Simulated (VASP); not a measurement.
# Pb (R-3m) in VASP: further runs

Pb is run at these levels: PBEsol; tasks: single point.

All numbers are computed with VASP 6.6.1; they aren't measurements. Logs are shortened: lines on timing, memory, paths and dates and some standing lists are left out, and cuts for length are marked.

**1. The cell of the first run**

It takes space group R-3m (No. 166, trigonal). The conventional cell has a = 3.578 Å, b = 3.578 Å, c = 8.152 Å, α = 90.00°, β = 90.00°, γ = 120.00°. Pb (site symmetry -3m) has 12 Pb at 3.41 to 3.58 Å within 4.5 Å.

**2. Single point, PBEsol**

The input, INCAR:

```
SYSTEM = Pb
PREC = Accurate ; ENCUT = 520
EDIFF = 1E-7 ; ISMEAR = 0
SIGMA = 0.15 ; LREAL = .FALSE.
LASPH = .TRUE. ; NELM = 100
ALGO = Fast ; ISIF = 2
LWAVE = .FALSE. ; LCHARG = .FALSE.
GGA = PS ; NBANDS = 13
```

The input, KPOINTS:

```
regular mesh
0
G
  18 18 18
  0 0 0
```

The input, POSCAR:

```
Pb
1.0
   -0.1180794308      2.4121940868      2.4121940868
    2.4121940868     -0.1180794308      2.4121940868
    2.4121940868      2.4121940868     -0.1180794308
Pb
1
Direct
    0.0000000000      0.0000000000      0.0000000000
```

Potentials or basis: VASP PAW PBE potentials, release 64 (Pb_d).

Started as:

```console
> cat potpaw_PBE.64/Pb_d/POTCAR > POTCAR
> mpirun -np 1 vasp_std > vasp.out
```

OUTCAR:

```text
SYSTEM = Pb
   PREC = Accurate
   ENCUT = 520
   EDIFF = 1E-7
   ISMEAR = 0
   LREAL = .FALSE.
   LASPH = .TRUE.
   NELM = 100
   ISIF = 2
   GGA = PS

 ion  position               nearest neighbor table
   1  0.000  0.000  0.000-

  LATTYP: Found a trigonal (rhomboedric) cell.
 ALAT       =     3.4134005591
 COS(alpha) =     0.4505091948

  Lattice vectors:

 A1 = (  -0.1180794308,   2.4121940868,   2.4121940868)
 A2 = (   2.4121940868,  -0.1180794308,   2.4121940868)
 A3 = (   2.4121940868,   2.4121940868,  -0.1180794308)

Analysis of symmetry for initial positions (statically):
=====================================================================
 Subroutine PRICEL returns:
 Original cell was already a primitive cell.

 Routine SETGRP: Setting up the symmetry group for a
 trigonal (rhombohedral) supercell.

 Subroutine GETGRP returns: Found 12 space group operations
 (whereof 12 operations were pure point group operations)
 out of a pool of 12 trial point group operations.

The static configuration has the point symmetry D_3d.

Analysis of symmetry for dynamics (positions and initial velocities):
=====================================================================
 Subroutine PRICEL returns:
 Original cell was already a primitive cell.

 Routine SETGRP: Setting up the symmetry group for a
 trigonal (rhombohedral) supercell.

 Subroutine GETGRP returns: Found 12 space group operations
 (whereof 12 operations were pure point group operations)
 out of a pool of 12 trial point group operations.

The dynamic configuration has the point symmetry D_3d.

 Subroutine INISYM returns: Found 12 space group operations
 (whereof 12 operations are pure point group operations),
 and found     1 'primitive' translations

----------------------------------------------------------------------------------------

                                     Primitive cell

  volume of cell :      30.1311

  direct lattice vectors                    reciprocal lattice vectors
    -0.118079431  2.412194087  2.412194087    -0.192649211  0.202564979  0.202564979
     2.412194087 -0.118079431  2.412194087     0.202564979 -0.192649211  0.202564979
     2.412194087  2.412194087 -0.118079431     0.202564979  0.202564979 -0.192649211

  length of vectors
     3.413400559  3.413400559  3.413400559     0.345222914  0.345222914  0.345222914

  position of ions in fractional coordinates (direct lattice)
     0.000000000  0.000000000  0.000000000

  ion indices of the primitive-cell ions
   primitive index   ion index
                 1           1

----------------------------------------------------------------------------------------

 KPOINTS: regular mesh

Automatic generation of k-mesh.
 Grid dimensions read from file:
 generate k-points for:   18   18   18

 Generating k-lattice:

  Cartesian coordinates                     Fractional coordinates (reciprocal lattice)
    -0.010702734  0.011253610  0.011253610     0.055555556  0.000000000  0.000000000
     0.011253610 -0.010702734  0.011253610     0.000000000  0.055555556  0.000000000
     0.011253610  0.011253610 -0.010702734     0.000000000  0.000000000  0.055555556

  Length of vectors
     0.019179051  0.019179051  0.019179051

  Shift w.r.t. Gamma in fractional coordinates (k-lattice)
     0.000000000  0.000000000  0.000000000

 Subroutine IBZKPT returns following result:
 ===========================================

 Found    580 irreducible k-points:

 Following reciprocal coordinates:
            Coordinates               Weight
  0.000000  0.000000  0.000000      1.000000
  0.055556  0.000000  0.000000      6.000000
  0.111111  0.000000  0.000000      6.000000
  0.166667  0.000000  0.000000      6.000000
  0.222222  0.000000  0.000000      6.000000
  0.277778  0.000000  0.000000      6.000000
[... 16 lines left out ...]
 -0.277778  0.055556 -0.000000     12.000000
 -0.222222  0.055556  0.000000     12.000000
 [... further k-points ...]
   k-points           NKPTS =    580   k-points in BZ     NKDIM =    580   number of bands    NBANDS=     13
   number of dos      NEDOS =    301   number of ions     NIONS =      1
   total plane-waves  NPLWV =  21952
   dimension x,y,z NGX =    28 NGY =   28 NGZ =   28
   dimension x,y,z NGXF=    56 NGYF=   56 NGZF=   56
   ions per type =               1
   NGX,Y,Z   is equivalent  to a cutoff of  13.64, 13.64, 13.64 a.u.
   NGXF,Y,Z  is equivalent  to a cutoff of  27.27, 27.27, 27.27 a.u.
 SYSTEM =  Pb
   PREC   = accura    normal or accurate (medium, high low for compatibility)
   ISTART =      0    job   : 0-new  1-cont  2-samecut
   ICHARG =      2    charge: 1-file 2-atom 10-const
   ISPIN  =      1    spin polarized calculation?
   LNONCOLLINEAR =      F non collinear calculations
   LSORBIT =      F    spin-orbit coupling
   LASPH  =      T    aspherical Exc in radial PAW
   ENCUT  =  520.0 eV  38.22 Ry    6.18 a.u.   6.35  6.35  6.35*2*pi/ulx,y,z
   NELM   =    100;   NELMIN=  2; NELMDL= -5     # of ELM steps
   EDIFF  = 0.1E-06   stopping-criterion for ELM
   LREAL  =      F    real-space projection
   EDIFFG = 0.1E-05   stopping-criterion for IOM
   NSW    =      0    number of steps for IOM
   IBRION =     -1    ionic relax: 0-MD 1-quasi-New 2-CG
   NFREE  =      0    steps in history (QN), initial steepest desc. (CG)
   ISIF   =      2    stress and relaxation
   ISYM   =      2    0-nonsym 1-usesym 2-fastsym
   POTIM  = 0.5000    time-step for ionic-motion
   TEBEG  =    0.0;   TEEND  =   0.0 temperature during run
   PSTRESS=    0.0 pullay stress
   NELECT =      14.0000    total number of electrons
   NUPDOWN=      -1.0000    fix difference up-down
   EMIN   =  10.00;   EMAX   =-10.00  energy-range for DOS
   EFERMI =   0.00;   METHOD = LEGACY
   ISMEAR =     0;   SIGMA  =   0.15  broadening in eV -4-tet -1-fermi 0-gaus
   EFERMI_NEDOS =   21; number of points for ismear=-14 and -15
   IALGO  =     68    algorithm
   IMIX   =      4    mixing-type and parameters
     AMIX     =   0.40;   BMIX     =  1.00
     AMIX_MAG =   1.60;   BMIX_MAG =  1.00
  volume/ion in A,a.u.               =      30.13       203.33
  Fermi-wavevector in a.u.,A,eV,Ry     =   1.267980  2.396135 21.875082  1.607773
  Thomas-Fermi vector in A             =   2.401099
   LORBIT       =      0    0 simple, 1 ext, 2 COOP (PROOUT), +10 PAW based schemes
   GGA     = PS    functional components
   LHFCALC =     F    Hartree Fock is set to
   AEXX    =    0.0000 exact exchange contribution
   IVDW    =     0    specifies the selected vdW correction
   LEPSILON=     F    determine dielectric tensor
   LRPA    =     F    only Hartree local field effects (RPA)
 non-spin polarized calculation
 RMM-DIIS sequential band-by-band and
 Gauss-broadening in eV      SIGMA  =   0.15
  energy-cutoff  :      520.00
  volume of cell :       30.13
 maximum number of plane-waves:       835
 NGX is ok and might be reduce to    28
   NGX = 13   NGY = 13   NGZ = 13

 number of electron      14.0000003 magnetization

 Free energy of the ion-electron system (eV)
  ---------------------------------------------------
  ext. energy  EPLUGINS =         0.00000000
  ---------------------------------------------------
  free energy    TOTEN  =        -3.99083226 eV

  energy without entropy =       -3.98571407  energy(sigma->0) =       -3.98827317

 E-fermi :   7.1931     XC(G=0): -10.3685

 val. band max:        7.1758247818   @ k =  -0.2222   0.3333   0.1667
 cond. band min:       7.2053082767   @ k =  -0.1111   0.2778   0.1111
 fundamental gap:      0.0294834949
 Fermi energy:         7.1931185745

 k-point     1 :       0.0000    0.0000    0.0000
  band No.  band energies     occupation
      1      -9.8627      2.00000
      2      -9.8627      2.00000
      3      -9.7769      2.00000
      4      -9.6704      2.00000
      5      -9.6704      2.00000
      6      -4.6530      2.00000
      7      14.1151      0.00000
      8      14.1151      0.00000
      9      15.1710      0.00000
     10      17.5571      0.00000
     11      18.1148      0.00000
     12      19.1439      0.00000
     13      19.1439      0.00000

 k-point     2 :       0.0556    0.0000    0.0000
  band No.  band energies     occupation
      1      -9.8603      2.00000
      2      -9.8599      2.00000
      3      -9.7739      2.00000
      4      -9.6707      2.00000
      5      -9.6703      2.00000
      6      -4.5953      2.00000
      7      13.3974      0.00000
      8      14.0649      0.00000
      9      14.9880      0.00000
     10      17.4581      0.00000
     11      18.4921      0.00000
     12      19.2589      0.00000
     13      19.8449      0.00000

 k-point     3 :       0.1111    0.0000    0.0000
  band No.  band energies     occupation
      1      -9.8544      2.00000
      2      -9.8539      2.00000
      3      -9.7649      2.00000
      4      -9.6703      2.00000
      5      -9.6688      2.00000
      6      -4.4223      2.00000
      7      11.8532      0.00000
      8      13.9277      0.00000
      9      14.7390      0.00000
     10      17.2452      0.00000
     11      19.0377      0.00000
     12      19.5845      0.00000
     13      20.7760      0.00000

 k-point     4 :       0.1667    0.0000    0.0000
  band No.  band energies     occupation
      1      -9.8494      2.00000
      2      -9.8484      2.00000
      3      -9.7520      2.00000
      4      -9.6646      2.00000
      5      -9.6634      2.00000
      6      -4.1340      2.00000
      7      10.1440      0.00000
      8      13.7345      0.00000
      9      14.4585      0.00000
     10      17.0050      0.00000
     11      19.6797      0.00000
     12      19.9996      0.00000
     13      20.0081      0.00000

 k-point     5 :       0.2222    0.0000    0.0000
  band No.  band energies     occupation
      1      -9.8492      2.00000
      2      -9.8459      2.00000
      3      -9.7432      2.00000
      4      -9.6516      2.00000
      5      -9.6463      2.00000
      6      -3.7326      2.00000
      7       8.4628      0.00000
      8      13.5181      0.00000
      9      14.1582      0.00000
     10      16.7913      0.00000
     11      19.2015      0.00000
     12      19.6886      0.00000
     13      20.2930      0.00000

 k-point     6 :       0.2778    0.0000    0.0000
  band No.  band energies     occupation
      1      -9.8529      2.00000
      2      -9.8485      2.00000
      3      -9.7429      2.00000
      4      -9.6337      2.00000
      5      -9.6152      2.00000
      6      -3.2254      2.00000
      7       6.8757      1.99723
      8      13.3058      0.00000
      9      13.8639      0.00000
     10      16.6350      0.00000
     11      18.5247      0.00000
     12      19.1791      0.00000
     13      20.0008      0.00000

 k-point     7 :       0.3333    0.0000    0.0000
  band No.  band energies     occupation
      1      -9.8587      2.00000
      2      -9.8547      2.00000
      3      -9.7472      2.00000
      4      -9.6127      2.00000
      5      -9.5797      2.00000
      6      -2.6308      2.00000
      7       5.4260      2.00000
      8      13.1185      0.00000
      9      13.6014      0.00000
     10      16.5516      0.00000
     11      17.9474      0.00000
     12      18.7622      0.00000
     13      19.6953      0.00000
[... 193 lines left out ...]
 k-point    20 :      -0.4444    0.0556    0.0000
  band No.  band energies     occupation
      1      -9.8684      2.00000
      2      -9.8609      2.00000
      3      -9.7536      2.00000
      4      -9.5806      2.00000
      5      -9.5293      2.00000
      6      -1.2626      2.00000
      7       3.1056      2.00000
      8      12.2007      0.00000
      9      13.1086      0.00000
     10      16.4914      0.00000
     11      17.3741      0.00000
     12      18.8273      0.00000
     13      19.5951      0.00000

 k-point    21 :      -0.3889    0.0556    0.0000
  band No.  band energies     occupation
      1      -9.8617      2.00000
      2      -9.8588      2.00000
      3      -9.7515      2.00000
      4      -9.5884      2.00000
      5      -9.5493      2.00000
      6      -1.7614      2.00000
      7       3.9008      2.00000
      8      12.1152      0.00000
      9      13.3402      0.00000
     10      16.6508      0.00000
     11      17.4229      0.00000
     12      19.0284      0.00000
     13      19.6892      0.00000

 k-point    22 :      -0.3333    0.0556   -0.0000
  band No.  band energies     occupation
      1      -9.8554      2.00000
      2      -9.8530      2.00000
      3      -9.7474      2.00000
      4      -9.6049      2.00000
      5      -9.5779      2.00000
      6      -2.3907      2.00000
      7       5.0703      2.00000
      8      12.1162      0.00000
      9      13.6407      0.00000
     10      16.8371      0.00000
     11      17.6246      0.00000
     12      19.2503      0.00000
     13      19.9561      0.00000

 k-point    23 :      -0.2778    0.0556   -0.0000
  band No.  band energies     occupation
      1      -9.8523      2.00000
      2      -9.8446      2.00000
      3      -9.7430      2.00000
      4      -9.6294      2.00000
      5      -9.6071      2.00000
      6      -3.0025      2.00000
      7       6.4592      2.00000
      8      12.2043      0.00000
      9      13.9771      0.00000
     10      17.0320      0.00000
     11      18.0038      0.00000
     12      19.4853      0.00000
     13      20.3886      0.00000

 k-point    24 :      -0.2222    0.0556    0.0000
  band No.  band energies     occupation
      1      -9.8514      2.00000
      2      -9.8392      2.00000
      3      -9.7415      2.00000
      4      -9.6565      2.00000
      5      -9.6299      2.00000
      6      -3.5374      2.00000
      7       7.9954      0.00000
      8      12.3764      0.00000
      9      14.3072      0.00000
     10      17.2431      0.00000
     11      18.5394      0.00000
     12      19.7429      0.00000
     13      20.4114      0.00000

 [... further k-points ...]
[... 5 lines left out ...]
  --------------------------------------------------------------------------------------
  -------------------------------------------------------------------------------------
  Total       -0.0107953     -0.0107953     -0.0107953      0.1404652      0.1404652      0.1404652
  in kB       -0.5740250     -0.5740250     -0.5740250      7.4690243      7.4690243      7.4690243
  external PRESSURE =      -0.5740250 kB  Pullay stress =       0.0000000 kB

 VOLUME and BASIS-vectors are now :
 -----------------------------------------------------------------------------
  energy-cutoff  :      520.00
  volume of cell :       30.13
      direct lattice vectors                 reciprocal lattice vectors
    -0.118079431  2.412194087  2.412194087    -0.192649211  0.202564979  0.202564979
     2.412194087 -0.118079431  2.412194087     0.202564979 -0.192649211  0.202564979
     2.412194087  2.412194087 -0.118079431     0.202564979  0.202564979 -0.192649211

 POSITION                                       TOTAL-FORCE (eV/Angst)
 -----------------------------------------------------------------------------------
      0.00000      0.00000      0.00000        -0.000000      0.000000      0.000000
 -----------------------------------------------------------------------------------
    total drift:                               -0.000000     -0.000000     -0.000000

  FREE ENERGIE OF THE ION-ELECTRON SYSTEM (eV)
  ---------------------------------------------------
  free  energy   TOTEN  =        -3.9908322621 eV

  energy  without entropy=       -3.9857140706  energy(sigma->0) =       -3.98827317
```

It took 5.8 min on 1 thread of Intel Xeon Platinum 8375C at 2.90GHz (Ice Lake), shared host; peak memory 0.32 GiB.

Results:

| Property | Result |
| --- | --- |
| Free energy | -3.9908 eV |
| Pressure | -0.1 GPa |
| Band gap on the k mesh | zero (band 7 reaches 14.12 eV, above the bottom of band 8 at 5.52 eV) |

Caveat: the PAW data sets were made with another functional, which shifts forces and pressure a little; spin-orbit coupling is left out, which moves the levels of the heavy elements.

(Part 1 of 2 ends here.)
